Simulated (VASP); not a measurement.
BaO: single point with PBE+D3(BJ)

The system is BaO.

```
CELL_PARAMETERS angstrom
0.00000 2.78619 2.78619
2.78619 0.00000 2.78619
2.78619 2.78619 0.00000
ATOMIC_POSITIONS crystal
Ba 0.00000 0.00000 0.00000
O 0.50000 0.50000 0.50000
```

```
Program                : VASP 6.6.1
Task                   : single point
Functional             : PBE
Dispersion             : D3(BJ)
Potentials or basis    : VASP PAW PBE potentials, release 64 (Ba_sv, O_h)
Cutoff                 : 1340 eV
k mesh                 : 8 × 8 × 8
Occupations            : gaussian, width 0.01 eV
Spin                   : no spin polarisation
Dipole correction      : no
Further INCAR settings : ALGO = Normal; EDIFF = 1e-06; NBANDS = 15
```

```json
{
  "Pressure": "-0.1 GPa",
  "Band gap on the k mesh": "2.04 eV",
  "Dispersion energy per atom": "-0.222 eV"
}
```

Levels at points of the mesh, in eV from the valence-band top:
| k point | band 5 | band 6 | band 7 | band 8 | band 9 | band 10 | band 11 | band 12 |
| --- | --- | --- | --- | --- | --- | --- | --- | --- |
| (0.00, 0.00, 0.00) | -10.46 | -0.30 | -0.30 | -0.30 | 3.47 | 4.69 | 4.69 | 4.69 |
| (0.50, 0.00, 0.00) | -10.58 | -1.92 | -1.40 | -1.40 | 4.91 | 7.10 | 7.10 | 8.09 |
| (0.50, 0.50, 0.00) | -11.01 | -0.13 | -0.13 | 0.00 | 2.04 | 5.90 | 8.81 | 9.28 |

Run time: 58 s on 1 thread of Intel(R) Xeon(R) Platinum 8259CL CPU @ 2.50GHz (Skylake/Cascade Lake) (shared host), peak memory 0.37 GiB.

Caveat: spin-orbit coupling is left out, which moves the levels of the heavy elements. PBE gaps usually lie below the measured ones, often by a third to a half.
